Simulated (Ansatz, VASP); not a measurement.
One calculation of SiC, two programs

INCAR

```
SYSTEM = SiC
PREC     = Accurate       ! precision mode
ENCUT    = 520            ! plane-wave cutoff, eV
EDIFF    = 1E-6           ! SCF threshold, eV
ISMEAR   = -1             ! smearing method
SIGMA    = 0.05           ! smearing width, eV
LREAL    = .False.        ! projectors in reciprocal space
LASPH    = .True.         ! aspherical terms in the spheres
NELM     = 100            ! most SCF steps
ALGO     = Normal         ! electronic algorithm
ISIF     = 2              ! what is computed and relaxed
LWAVE    = .False.        ! write WAVECAR
LCHARG   = .True.         ! write CHGCAR
GGA      = RE             ! functional
IVDW     = 12             ! dispersion correction
LELF     = .True.         ! ELF
LVHAR    = .True.       
NBANDS   = 16             ! bands
```

Contents of KPOINTS:

```
Automatic mesh
0
Gamma
  10 10 5
  0 0 0
```

Contents of POSCAR:

```
SiC
1.0
    3.0553550827      0.0000000000      0.0000000000
   -1.5276775413      2.6460151191      0.0000000000
    0.0000000000      0.0000000000      5.0141197845
Si C
2 2
Direct
    0.6666666667      0.3333333333      0.5000000000
    0.3333333333      0.6666666667      0.0000000000
    0.6666666667      0.3333333333      0.8850000000
    0.3333333333      0.6666666667      0.3850000000
```

File input.yaml:

```yaml
crystal:
  lattice:
    - [3.0553550827, 0.0, 0.0]
    - [-1.5276775413, 2.6460151191, 0.0]
    - [0.0, 0.0, 5.0141197845]
  atoms:
    - { symbol: Si, position: [0.6666666667, 0.3333333333, 0.5] }
    - { symbol: Si, position: [0.3333333333, 0.6666666667, 0.0] }
    - { symbol: C, position: [0.6666666667, 0.3333333333, 0.885] }
    - { symbol: C, position: [0.3333333333, 0.6666666667, 0.385] }
hamiltonian:
  xc: revpbe
  pseudopotentials: { kind: paw }
  dispersion: d3bj
kpoints:
  mp_grid: { grid: [10, 10, 5] }
scf:
  occupations: { method: fermi_dirac, width: 0.05 }
output:
  forces: true
  stress: true
  eigenvalues: true
  write_density: true
  write_potential: true
  elf: true
  volumetric_format: npy
```

Alike in both runs: task single point; functional revPBE; dispersion D3(BJ); k mesh 10 × 10 × 5; occupations fermi-dirac, width 0.05 eV; no spin polarisation.

```csv
,VASP,Ansatz
version,VASP 6.6.1,Ansatz 0.2.0
potentials or method,"VASP PAW PBE potentials, release 64 (Si, C)",Ansatz PAW
plane-wave cutoff (eV),520,420
valence electrons in the cell,16,16
```

|  | VASP | Ansatz | Ansatz less VASP |
| --- | --- | --- | --- |
| gap on the k mesh at the Fermi level (eV) | 2.47 | 2.47 | +0.005 |
| least direct gap on the mesh (eV) | 4.14 | 4.15 | +0.013 |
| pressure (GPa) | 0.8 | 1.2 | +0.43 |
| traceless stress, the component that is largest in VASP (GPa) | -3.84 | -3.87 | -0.031 |
| rms of the force components (eV/Å) | 0.458 | 0.459 | +0.0013 |

VASP's potentials were made for PBE, not for revPBE. Atom by atom the forces differ by 0.001 eV/Å (rms over components).

Noted on Ansatz's run: odd divisions of the mesh miss points on the zone boundary, where band edges often lie, so the gap on the mesh can be too wide.
